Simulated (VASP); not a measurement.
Input of a VASP 6.6.1 run:

The input INCAR:

```
PREC = Accurate
ENCUT = 520
EDIFF = 1E-6
ISMEAR = 0
SIGMA = 0.05
LREAL = False
LASPH = True
NELM = 80
ALGO = Normal
ISIF = 2
LWAVE = False
LCHARG = False
LDIPOL = True
IDIPOL = 3
DIPOL = 0.5 0.5 0.388
GGA = PE
IVDW = 12
NBANDS = 50
```

KPOINTS

```
regular mesh
0
Gamma
  7 7 1
```

POSCAR

```
SnO
1.0
    3.8201528543      0.0002954551      0.0000000000
   -0.0003145191      3.8201528528      0.0000000000
    0.0000000000      0.0000000000     22.2260743460
Sn O
4 4
Direct
    0.9999452911      0.9999452911      0.2024649036
    0.4999452911      0.4999452911      0.3087831466
    0.6666119578      0.4999452911      0.4662558494
    1.1666119578      0.9999452911      0.5725740924
    0.9999461074      0.4999461074      0.2556240251
    0.4999461074      0.9999461074      0.2556240251
    0.6666111415      0.9999444748      0.5194149709
    1.1666111415      0.4999444748      0.5194149709
```

Potentials or basis: VASP PAW PBE potentials, release 64 (Sn_d, O).

Command:

```sh
$ cat potpaw_PBE.64/Sn_d/POTCAR potpaw_PBE.64/O/POTCAR > POTCAR
$ mpirun -np 1 vasp_std > vasp.out
```

(1) Predict the band gap on the k mesh.

(2) Estimate the largest force.

(3) Predict the dispersion energy per atom.

## Answers

(1) 1.64 eV (least direct gap 1.79 eV).

(2) 0.487 eV/Å.

(3) -0.163 eV.

Caveat: the cell differs from its parent crystal (layers slid over each other); spin-orbit coupling is left out, which moves the levels of the heavy elements.
